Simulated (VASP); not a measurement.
# Sr2AlBiO6 (Fm-3m) in VASP: single point with PBE

Aim: the single point of Sr2AlBiO6 with PBE.

Program: VASP 6.6.1. These are calculated values, not measurements. Logs are shortened: lines on timing, memory, paths and dates and some standing lists are left out, and cuts for length are marked.

**1. The cell of the first run**

Symmetry: Fm-3m, No. 225, cubic system. The conventional cell has a = 8.064 Å, b = 8.064 Å, c = 8.064 Å, α = 90.00°, β = 90.00°, γ = 90.00°. Within 3.8 Å of Sr (site symmetry -43m) lie 12 O at 2.85 Å and 4 Al at 3.49 Å and 4 Bi at 3.49 Å. Al (site symmetry m-3m) has 6 O at 1.92 Å within 2.6 Å. Within 2.8 Å of Bi (site symmetry m-3m) lie 6 O at 2.11 Å. Within 2.6 Å of O (site symmetry 4mm) lie 1 Al at 1.92 Å and 1 Bi at 2.11 Å.

**2. Single point, PBE**

INCAR

```
SYSTEM = Sr2AlBiO6
  ALGO = Normal
  EDIFF = 1E-7
  ENCUT = 520
  GGA = PE
  ISIF = 2
  ISMEAR = 0
  LASPH = .TRUE.
  LCHARG = .FALSE.
  LREAL = .FALSE.
  LWAVE = .FALSE.
  NBANDS = 48
  NELM = 100
  PREC = Accurate
  SIGMA = 0.05
```

KPOINTS

```
k-points
0
G
  6 6 6
  0 0 0
```

POSCAR

```
Sr2AlBiO6
1.0
    0.0000000000      4.0318060600      4.0318060600
    4.0318060600      0.0000000000      4.0318060600
    4.0318060600      4.0318060600      0.0000000000
Sr Al Bi O
2 1 1 6
Direct
    0.2500000000      0.2500000000      0.2500000000
    0.7500000000      0.7500000000      0.7500000000
    0.0000000000      0.0000000000      0.0000000000
    0.5000000000      0.5000000000      0.5000000000
    0.7613502300      0.2386497700      0.2386497700
    0.2386497700      0.7613502300      0.7613502300
    0.2386497700      0.7613502300      0.2386497700
    0.7613502300      0.2386497700      0.7613502300
    0.2386497700      0.2386497700      0.7613502300
    0.7613502300      0.7613502300      0.2386497700
```

Potentials or basis: VASP PAW PBE potentials, release 64 (Sr_sv, Al, Bi_d, O).

Run with:

```console
cat potpaw_PBE.64/Sr_sv/POTCAR potpaw_PBE.64/Al/POTCAR potpaw_PBE.64/Bi_d/POTCAR potpaw_PBE.64/O/POTCAR > POTCAR
mpirun -np 1 vasp_std > vasp.out
```

OUTCAR:

```text
SYSTEM = Sr2AlBiO6
   EDIFF = 1E-7
   ENCUT = 520
   GGA = PE
   ISIF = 2
   ISMEAR = 0
   LASPH = .TRUE.
   LREAL = .FALSE.
   NELM = 100
   PREC = Accurate

 ion  position               nearest neighbor table
   1  0.250  0.250  0.250-   5 2.85   8 2.85  10 2.85   6 2.85   7 2.85  10 2.85   6 2.85   8 2.85
                             9 2.85   5 2.85   7 2.85   9 2.85   3 3.49   3 3.49   3 3.49   4 3.49
   2  0.750  0.750  0.750-   6 2.85   8 2.85  10 2.85   5 2.85   7 2.85  10 2.85   5 2.85   8 2.85
                             9 2.85   6 2.85   7 2.85   9 2.85   4 3.49   4 3.49   3 3.49   4 3.49
   3  0.000  0.000  0.000-   5 1.92   6 1.92   7 1.92   8 1.92   9 1.92  10 1.92   2 3.49   2 3.49
                             2 3.49   1 3.49   1 3.49   1 3.49   2 3.49   1 3.49
   4  0.500  0.500  0.500-   5 2.11   6 2.11   7 2.11   8 2.11   9 2.11  10 2.11   1 3.49   1 3.49
                             1 3.49   2 3.49   2 3.49   2 3.49   2 3.49   1 3.49
   5  0.761  0.239  0.239-   3 1.92   4 2.11   1 2.85   2 2.85   2 2.85   1 2.85
   6  0.239  0.761  0.761-   3 1.92   4 2.11   2 2.85   2 2.85   1 2.85   1 2.85
   7  0.239  0.761  0.239-   3 1.92   4 2.11   1 2.85   2 2.85   2 2.85   1 2.85
   8  0.761  0.239  0.761-   3 1.92   4 2.11   2 2.85   2 2.85   1 2.85   1 2.85
   9  0.239  0.239  0.761-   3 1.92   4 2.11   1 2.85   2 2.85   2 2.85   1 2.85
  10  0.761  0.761  0.239-   3 1.92   4 2.11   2 2.85   2 2.85   1 2.85   1 2.85

  LATTYP: Found a face centered cubic cell.
 ALAT       =     8.0636121200

  Lattice vectors:

 A1 = (   0.0000000000,   4.0318060600,   4.0318060600)
 A2 = (   4.0318060600,   0.0000000000,   4.0318060600)
 A3 = (   4.0318060600,   4.0318060600,   0.0000000000)

Analysis of symmetry for initial positions (statically):
=====================================================================
 Subroutine PRICEL returns:
 Original cell was already a primitive cell.

 Routine SETGRP: Setting up the symmetry group for a
 face centered cubic supercell.

 Subroutine GETGRP returns: Found 48 space group operations
 (whereof 48 operations were pure point group operations)
 out of a pool of 48 trial point group operations.

The static configuration has the point symmetry O_h .

Analysis of symmetry for dynamics (positions and initial velocities):
=====================================================================
 Subroutine PRICEL returns:
 Original cell was already a primitive cell.

 Routine SETGRP: Setting up the symmetry group for a
 face centered cubic supercell.

 Subroutine GETGRP returns: Found 48 space group operations
 (whereof 48 operations were pure point group operations)
 out of a pool of 48 trial point group operations.

The dynamic configuration has the point symmetry O_h .

 Subroutine INISYM returns: Found 48 space group operations
 (whereof 48 operations are pure point group operations),
 and found     1 'primitive' translations

----------------------------------------------------------------------------------------

                                     Primitive cell

  volume of cell :     131.0777

  direct lattice vectors                    reciprocal lattice vectors
     0.000000000  4.031806060  4.031806060    -0.124013902  0.124013902  0.124013902
     4.031806060  0.000000000  4.031806060     0.124013902 -0.124013902  0.124013902
     4.031806060  4.031806060  0.000000000     0.124013902  0.124013902 -0.124013902

  length of vectors
     5.701834811  5.701834811  5.701834811     0.214798378  0.214798378  0.214798378

  position of ions in fractional coordinates (direct lattice)
     0.250000000  0.250000000  0.250000000
     0.750000000  0.750000000  0.750000000
     0.000000000  0.000000000  0.000000000
     0.500000000  0.500000000  0.500000000
     0.761350230  0.238649770  0.238649770
     0.238649770  0.761350230  0.761350230
     0.238649770  0.761350230  0.238649770
     0.761350230  0.238649770  0.761350230
     0.238649770  0.238649770  0.761350230
     0.761350230  0.761350230  0.238649770

  ion indices of the primitive-cell ions
   primitive index   ion index
                 1           1
                 2           2
                 3           3
                 4           4
                 5           5
                 6           6
                 7           7
                 8           8
                 9           9
                10          10

----------------------------------------------------------------------------------------

 KPOINTS: k-points

Automatic generation of k-mesh.
 Grid dimensions read from file:
 generate k-points for:    6    6    6

 Generating k-lattice:

  Cartesian coordinates                     Fractional coordinates (reciprocal lattice)
    -0.020668984  0.020668984  0.020668984     0.166666667  0.000000000  0.000000000
     0.020668984 -0.020668984  0.020668984     0.000000000  0.166666667  0.000000000
     0.020668984  0.020668984 -0.020668984     0.000000000  0.000000000  0.166666667

  Length of vectors
     0.035799730  0.035799730  0.035799730

  Shift w.r.t. Gamma in fractional coordinates (k-lattice)
     0.000000000  0.000000000  0.000000000

 Subroutine IBZKPT returns following result:
 ===========================================

 Found     16 irreducible k-points:

 Following reciprocal coordinates:
            Coordinates               Weight
  0.000000  0.000000  0.000000      1.000000
  0.166667  0.000000  0.000000      8.000000
  0.333333  0.000000  0.000000      8.000000
  0.500000  0.000000  0.000000      4.000000
  0.166667  0.166667  0.000000      6.000000
  0.333333  0.166667  0.000000     24.000000
[... 8 lines left out ...]
 -0.333333  0.333333  0.166667     24.000000
 -0.333333  0.500000  0.166667     12.000000
   k-points           NKPTS =     16   k-points in BZ     NKDIM =     16   number of bands    NBANDS=     48
   number of dos      NEDOS =    301   number of ions     NIONS =     10
   total plane-waves  NPLWV =  74088
   dimension x,y,z NGX =    42 NGY =   42 NGZ =   42
   dimension x,y,z NGXF=    84 NGYF=   84 NGZF=   84
   ions per type =               2   1   1   6
   NGX,Y,Z   is equivalent  to a cutoff of  12.25, 12.25, 12.25 a.u.
   NGXF,Y,Z  is equivalent  to a cutoff of  24.49, 24.49, 24.49 a.u.
 SYSTEM =  Sr2AlBiO6
   PREC   = accura    normal or accurate (medium, high low for compatibility)
   ISTART =      0    job   : 0-new  1-cont  2-samecut
   ICHARG =      2    charge: 1-file 2-atom 10-const
   ISPIN  =      1    spin polarized calculation?
   LNONCOLLINEAR =      F non collinear calculations
   LSORBIT =      F    spin-orbit coupling
   LASPH  =      T    aspherical Exc in radial PAW
   ENCUT  =  520.0 eV  38.22 Ry    6.18 a.u.  10.60 10.60 10.60*2*pi/ulx,y,z
   NELM   =    100;   NELMIN=  2; NELMDL= -5     # of ELM steps
   EDIFF  = 0.1E-06   stopping-criterion for ELM
   LREAL  =      F    real-space projection
   EDIFFG = 0.1E-05   stopping-criterion for IOM
   NSW    =      0    number of steps for IOM
   IBRION =     -1    ionic relax: 0-MD 1-quasi-New 2-CG
   NFREE  =      0    steps in history (QN), initial steepest desc. (CG)
   ISIF   =      2    stress and relaxation
   ISYM   =      2    0-nonsym 1-usesym 2-fastsym
   POTIM  = 0.5000    time-step for ionic-motion
   TEBEG  =    0.0;   TEEND  =   0.0 temperature during run
   PSTRESS=    0.0 pullay stress
   NELECT =      74.0000    total number of electrons
   NUPDOWN=      -1.0000    fix difference up-down
   EMIN   =  10.00;   EMAX   =-10.00  energy-range for DOS
   EFERMI =   0.00;   METHOD = LEGACY
   ISMEAR =     0;   SIGMA  =   0.05  broadening in eV -4-tet -1-fermi 0-gaus
   EFERMI_NEDOS =   21; number of points for ismear=-14 and -15
   IALGO  =     38    algorithm
   IMIX   =      4    mixing-type and parameters
     AMIX     =   0.40;   BMIX     =  1.00
     AMIX_MAG =   1.60;   BMIX_MAG =  1.00
  volume/ion in A,a.u.               =      13.11        88.46
  Fermi-wavevector in a.u.,A,eV,Ry     =   1.353035  2.556866 24.908245  1.830704
  Thomas-Fermi vector in A             =   2.480324
   LORBIT       =      0    0 simple, 1 ext, 2 COOP (PROOUT), +10 PAW based schemes
   GGA     = PE    functional components
   LHFCALC =     F    Hartree Fock is set to
   AEXX    =    0.0000 exact exchange contribution
   IVDW    =     0    specifies the selected vdW correction
   LEPSILON=     F    determine dielectric tensor
   LRPA    =     F    only Hartree local field effects (RPA)
 non-spin polarized calculation
 Gauss-broadening in eV      SIGMA  =   0.05
  energy-cutoff  :      520.00
  volume of cell :      131.08
 maximum number of plane-waves:      3582
   NGX = 21   NGY = 21   NGZ = 21

 number of electron      74.0000002 magnetization

 Free energy of the ion-electron system (eV)
  ---------------------------------------------------
  ext. energy  EPLUGINS =         0.00000000
  ---------------------------------------------------
  free energy    TOTEN  =       -62.82064006 eV

  energy without entropy =      -62.82008148  energy(sigma->0) =      -62.82036077

 E-fermi :   4.2409     XC(G=0): -10.8331

 val. band max:        4.2087585241   @ k =   0.0000   0.0000   0.0000
 cond. band min:       4.7884056957   @ k =   0.1667   0.0000   0.0000
 fundamental gap:      0.5796471716
 Fermi energy:         4.2409236482

 k-point     1 :       0.0000    0.0000    0.0000
  band No.  band energies     occupation
      1     -28.8718      2.00000
      2     -28.8327      2.00000
      3     -18.2925      2.00000
      4     -18.2925      2.00000
      5     -17.8685      2.00000
      6     -17.8685      2.00000
[... 40 lines left out ...]
     47      11.3517      0.00000
     48      13.3226      0.00000

 k-point     2 :       0.1667    0.0000    0.0000
  band No.  band energies     occupation
      1     -28.8689      2.00000
      2     -28.8350      2.00000
      3     -18.2939      2.00000
      4     -18.2939      2.00000
      5     -17.8682      2.00000
      6     -17.8682      2.00000
[... 40 lines left out ...]
     47      11.5913      0.00000
     48      13.1376      0.00000

 k-point     3 :       0.3333    0.0000    0.0000
  band No.  band energies     occupation
      1     -28.8611      2.00000
      2     -28.8417      2.00000
      3     -18.2966      2.00000
      4     -18.2966      2.00000
      5     -17.8676      2.00000
      6     -17.8676      2.00000
[... 40 lines left out ...]
     47      12.0516      0.00000
     48      12.5977      0.00000

 k-point     4 :       0.5000    0.0000    0.0000
  band No.  band energies     occupation
      1     -28.8512      2.00000
      2     -28.8510      2.00000
      3     -18.2980      2.00000
      4     -18.2980      2.00000
      5     -17.8673      2.00000
      6     -17.8673      2.00000
[... 550 lines left out ...]
     47      12.3218      0.00000
     48      12.4320      0.00000

 k-point    15 :      -0.3333    0.3333    0.1667
  band No.  band energies     occupation
      1     -28.8509      2.00000
      2     -28.8508      2.00000
      3     -18.3047      2.00000
      4     -18.2960      2.00000
      5     -17.8666      2.00000
      6     -17.8659      2.00000
[... 40 lines left out ...]
     47      12.3464      0.00000
     48      12.4968      0.00000

 k-point    16 :      -0.3333    0.5000    0.1667
  band No.  band energies     occupation
      1     -28.8539      2.00000
      2     -28.8476      2.00000
      3     -18.3086      2.00000
      4     -18.2939      2.00000
      5     -17.8662      2.00000
      6     -17.8658      2.00000
[... 40 lines left out ...]
     47      12.6112      0.00000
     48      12.6318      0.00000

------------------------ aborting loop because EDIFF is reached ----------------------------------------

  FORCE on cell =-STRESS in cart. coord.  units (eV):
  Direction    XX          YY          ZZ          XY          YZ          ZX
  --------------------------------------------------------------------------------------
  -------------------------------------------------------------------------------------
  Total       -0.7874763     -0.7874763     -0.7874763      0.0000000      0.0000000      0.0000000
  in kB       -9.6254091     -9.6254091     -9.6254091      0.0000000      0.0000000      0.0000000
  external PRESSURE =      -9.6254091 kB  Pullay stress =       0.0000000 kB

 VOLUME and BASIS-vectors are now :
 -----------------------------------------------------------------------------
  energy-cutoff  :      520.00
  volume of cell :      131.08
      direct lattice vectors                 reciprocal lattice vectors
     0.000000000  4.031806060  4.031806060    -0.124013902  0.124013902  0.124013902
     4.031806060  0.000000000  4.031806060     0.124013902 -0.124013902  0.124013902
     4.031806060  4.031806060  0.000000000     0.124013902  0.124013902 -0.124013902

 POSITION                                       TOTAL-FORCE (eV/Angst)
 -----------------------------------------------------------------------------------
      2.01590      2.01590      2.01590         0.000000      0.000000      0.000000
      6.04771      6.04771      6.04771         0.000000     -0.000000      0.000000
      0.00000      0.00000      0.00000         0.000000      0.000000      0.000000
      4.03181      4.03181      4.03181         0.000000     -0.000000      0.000000
      1.92438      4.03181      4.03181         0.183259      0.000000      0.000000
      6.13923      4.03181      4.03181        -0.183259      0.000000      0.000000
      4.03181      1.92438      4.03181         0.000000      0.183259      0.000000
      4.03181      6.13923      4.03181         0.000000     -0.183259      0.000000
      4.03181      4.03181      1.92438         0.000000      0.000000      0.183259
      4.03181      4.03181      6.13923         0.000000      0.000000     -0.183259
 -----------------------------------------------------------------------------------
    total drift:                               -0.000000      0.000000      0.000000

  FREE ENERGIE OF THE ION-ELECTRON SYSTEM (eV)
  ---------------------------------------------------
  free  energy   TOTEN  =       -62.8206400568 eV

  energy  without entropy=      -62.8200814827  energy(sigma->0) =      -62.82036077
```

Run time: 94 s. Hardware: 1 thread of AMD EPYC 9R45 (Zen 5), shared host; peak memory 0.28 GiB.

What came out:

* Free energy: -62.8206 eV
* Pressure: -1.0 GPa
* Largest force: 0.183 eV/Å
* Band gap on the k mesh: zero (filled and empty bands touch)

Forces on the atoms (eV/Å):
```
Sr   0.000  0.000  0.000
Sr   0.000  0.000  0.000
Al   0.000  0.000  0.000
Bi   0.000  0.000  0.000
O    0.183  0.000  0.000
O   -0.183  0.000  0.000
O    0.000  0.183  0.000
O    0.000 -0.183  0.000
O    0.000  0.000  0.183
O    0.000  0.000 -0.183
```

Levels at points of the mesh, in eV from the Fermi level:
```csv
k point,band 33,band 34,band 35,band 36,band 37,band 38,band 39,band 40,band 41,band 42
"(0.00, 0.00, 0.00)",-0.82,-0.82,-0.23,-0.03,-0.03,-0.03,5.19,5.19,5.22,5.22
"(0.50, 0.00, 0.00)",-0.78,-0.66,-0.63,-0.63,-0.56,1.85,5.83,6.46,6.46,7.02
"(0.50, 0.50, 0.00)",-1.27,-1.27,-1.21,-1.21,-0.11,2.36,6.73,6.87,7.33,7.34
```

Caveat: spin-orbit coupling is left out, which moves the levels of the heavy elements.
